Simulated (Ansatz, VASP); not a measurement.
**C in VASP and in Ansatz**

The input POSCAR:

```
C
1.0
    2.4640014744      0.0000000000      0.0000000000
   -1.2320007372      2.1338878718      0.0000000000
    0.0000000000      0.0000000000      6.7110000000
C
4
Direct
    0.0000000000      0.0000000000      0.2500000000
    0.0000000000      0.0000000000      0.7500000000
    0.3333333333      0.6666666667      0.2500000000
    0.6666666667      0.3333333333      0.7500000000
```

Contents of INCAR.step1:

```
PREC = Accurate
ENCUT = 600
ISMEAR = -1
SIGMA = 0.05
LREAL = False
LASPH = True
NELM = 80
GGA = PE
ALGO = Normal
EDIFF = 1E-4
LWAVE = True
LCHARG = False
```

The input INCAR.step2:

```
PREC = Accurate
ENCUT = 600
EDIFF = 1E-7
ISMEAR = -1
SIGMA = 0.05
LREAL = False
LASPH = True
NELM = 80
ALGO = Normal
ISIF = 3
LWAVE = False
LCHARG = False
METAGGA = R2SCAN
LMIXTAU = True
IBRION = 2
NSW = 80
EDIFFG = -0.01
ISTART = 1
```

File KPOINTS:

```
regular mesh
0
Gamma
  8 8 3
```

Input for Ansatz:

```yaml
crystal:
  lattice:
    - [2.4640014744, 0.0, 0.0]
    - [-1.2320007372, 2.1338878718, 0.0]
    - [0.0, 0.0, 6.711]
  atoms:
    - { symbol: C, position: [0.0, 0.0, 0.25] }
    - { symbol: C, position: [0.0, 0.0, 0.75] }
    - { symbol: C, position: [0.3333333333, 0.6666666667, 0.25] }
    - { symbol: C, position: [0.6666666667, 0.3333333333, 0.75] }
hamiltonian:
  xc: r2scan
  pseudopotentials:
    kind: paw
    azcp:
      C: "pseudopotentials/C.paw.azcp"
basis:
  ecutwfc: 500
  fft_grid_basis: typed
kpoints:
  mp_grid: { grid: [8, 8, 3], shift: [0, 0, 0] }
magnetization:
  spin_polarized: false
scf:
  occupations: { method: fermi_dirac, width: 0.05 }
relax:
  max_steps: 60
  f_tol: 0.01
  cell: {}
```

Alike in both runs: task relaxation of cell and atoms; functional r2SCAN; k mesh 8 × 8 × 3; occupations fermi-dirac, width 0.05 eV; no spin polarisation.

|  | VASP | Ansatz |
| --- | --- | --- |
| version | VASP 6.6.1 | Ansatz 0.2.0 |
| potentials or method | VASP PAW PBE potentials, release 64 (C), cutoff 600 eV | plane waves (500 eV) with PAW, scalar-relativistic |
| valence electrons in the cell | 16 | 16 |

|  | VASP | Ansatz | Ansatz less VASP |
| --- | --- | --- | --- |
| relaxed volume (Å³/atom) | 9.05 | 9.15 | +0.105 |
| relaxed cell length with the largest relative difference (Å) | 6.924 | 7.011 | +0.0866 |

VASP's potentials were made for PBE, not for r2SCAN.
